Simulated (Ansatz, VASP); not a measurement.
## One calculation of AlGa3As4, two programs

File INCAR:

```
  PREC = Accurate
  ENCUT = 520
  EDIFF = 1E-6
  ISMEAR = 0
  SIGMA = 0.1
  LREAL = False
  LASPH = True
  NELM = 80
  ALGO = Normal
  ISIF = 2
  LWAVE = False
  LCHARG = False
  GGA = PE
  NBANDS = 41
```

Contents of KPOINTS:

```
Automatic mesh
0
Gamma
  4 4 2
```

The input POSCAR:

```
AlGa3As4
1.0
    3.8919921500      0.0000000000      0.0000000000
    0.0000000000      3.8919921500      0.0000000000
    0.0000000000      0.0000000000     11.0082161600
Al Ga As
1 3 4
Direct
    0.5000000000      0.5000000000      0.0000000000
    0.0000000000      0.0000000000      0.7500000000
    0.0000000000      0.0000000000      0.2500000000
    0.5000000000      0.5000000000      0.5000000000
    0.5000000000      0.0000000000      0.1250000000
    0.0000000000      0.5000000000      0.3750000000
    0.5000000000      0.0000000000      0.6250000000
    0.0000000000      0.5000000000      0.8750000000
```

Input for Ansatz:

```yaml
crystal:
  lattice:
    - [3.89199215, 0.0, 0.0]
    - [0.0, 3.89199215, 0.0]
    - [0.0, 0.0, 11.00821616]
  atoms:
    - { symbol: Al, position: [0.5, 0.5, 0.0] }
    - { symbol: Ga, position: [0.0, 0.0, 0.75] }
    - { symbol: Ga, position: [0.0, 0.0, 0.25] }
    - { symbol: Ga, position: [0.5, 0.5, 0.5] }
    - { symbol: As, position: [0.5, 0.0, 0.125] }
    - { symbol: As, position: [0.0, 0.5, 0.375] }
    - { symbol: As, position: [0.5, 0.0, 0.625] }
    - { symbol: As, position: [0.0, 0.5, 0.875] }
basis:
  ecutwfc: 420
kpoints:
  mp_grid: { grid: [4, 4, 2] }
hamiltonian:
  xc: pbe
scf:
  occupations: { method: gaussian, width: 0.1 }
  lower_state_search: "off"
output:
  forces: true
  stress: true
  eigenvalues: true
```

Alike in both runs: task single point; functional PBE; k mesh 4 × 4 × 2; occupations gaussian, width 0.1 eV; no spin polarisation.

```csv
,VASP,Ansatz
version,VASP 6.6.1,Ansatz 0.2.0
potentials or method,"VASP PAW PBE potentials, release 64 (Al, Ga_d, As), cutoff 520 eV","scalar-relativistic, plane waves, PAW"
valence electrons in the cell,62,102
```

|  | VASP | Ansatz | Ansatz less VASP |
| --- | --- | --- | --- |
| gap on the k mesh at the Fermi level (eV) | 1.26 | 1.27 | +0.010 |
| least direct gap on the mesh (eV) | 1.29 | 1.30 | +0.010 |
| pressure (GPa) | 10.9 | 10.7 | -0.25 |
| traceless stress, the component that is largest in VASP (GPa) | -0.82 | -0.82 | 0.000 |
| rms of the force components (eV/Å) | 0.036 | 0.035 | -0.0006 |

Atom by atom the forces differ by 0.001 eV/Å (rms over components). VASP's potentials hold 62 valence electrons a cell and Ansatz's 102, so a difference there can come from the potentials and not from the codes.
